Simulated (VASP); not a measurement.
A run of VASP 6.6.1 is set up as follows.

INCAR

```
SYSTEM = CdS
AGGAC = 1.0
AGGAX = 1.0
ALDAC = 0.0
ALDAX = 1.0
ALGO = Normal
EDIFF = 1E-6
EDIFFG = -0.005
ENCUT = 600
GGA = B5
IBRION = 2
ISIF = 3
ISMEAR = -1
LASPH = .TRUE.
LCHARG = .FALSE.
LREAL = .FALSE.
LWAVE = .FALSE.
NELM = 60
NSW = 80
PREC = Accurate
SIGMA = 0.05
```

Contents of KPOINTS:

```
k-points
0
G
  8 8 8
  0 0 0
```

Contents of POSCAR:

```
CdS
1.0
    0.0000000000      2.9165000000      2.9165000000
    2.9165000000      0.0000000000      2.9165000000
    2.9165000000      2.9165000000      0.0000000000
Cd S
1 1
Direct
    0.0000000000      0.0000000000      0.0000000000
    0.7500000000      0.7500000000      0.7500000000
```

Potentials or basis: VASP PAW PBE potentials, release 64 (Cd, S).

Launch:

```sh
$ cat potpaw_PBE.64/Cd/POTCAR potpaw_PBE.64/S/POTCAR > POTCAR
$ mpirun -np 1 vasp_std > vasp.out
```

(1) What does it give for the space group after relaxing (to 0.05 Å)?

(2) Predict the relaxed cell.

Results:

(1) F-43m (No. 216).

(2) a = 4.276 Å, b = 4.276 Å, c = 4.276 Å, α = 60.00°, β = 60.00°, γ = 60.00°.
